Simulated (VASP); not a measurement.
Here is a VASP 6.6.1 calculation.

The input INCAR:

```
SYSTEM = Ag
  PREC = Accurate
  ENCUT = 520
  EDIFF = 1E-7
  ISMEAR = -1
  SIGMA = 0.1
  LREAL = .False.
  LASPH = .True.
  NELM = 60
  ALGO = Normal
  ISIF = 2
  LWAVE = .False.
  LCHARG = .False.
  GGA = B5
  ALDAX = 1.0
  AGGAX = 1.0
  AGGAC = 1.0
  ALDAC = 0.0
  NBANDS = 30
```

Contents of KPOINTS:

```
Automatic mesh
0
Gamma
  14 14 4
  0 0 0
```

File POSCAR:

```
Ag
1.0
    2.8754134398      0.0000000000      0.0000000000
   -1.4377067199      2.4901810853      0.0000000000
    0.0000000000      0.0000000000      9.4887021501
Ag
4
Direct
    0.3333333333      0.6666666667      0.2500000000
    0.6666666667      0.3333333333      0.7500000000
    0.0000000000      1.0000000000      1.0000000000
    0.0000000000      1.0000000000      0.5000000000
```

Potentials or basis: VASP PAW PBE potentials, release 64 (Ag).

The run is started by

```sh
$ cat potpaw_PBE.64/Ag/POTCAR > POTCAR
$ mpirun -np 1 vasp_std > vasp.out
```

(1) Predict the pressure.

(2) What does it give for the band gap on the k mesh?

Answers

(1) 13.0 GPa.

(2) zero (bands 22 and 23 overlap by 6.14 eV).

Caveat: the cell stands under pressure; the PAW data sets were made with another functional, which shifts forces and pressure a little.
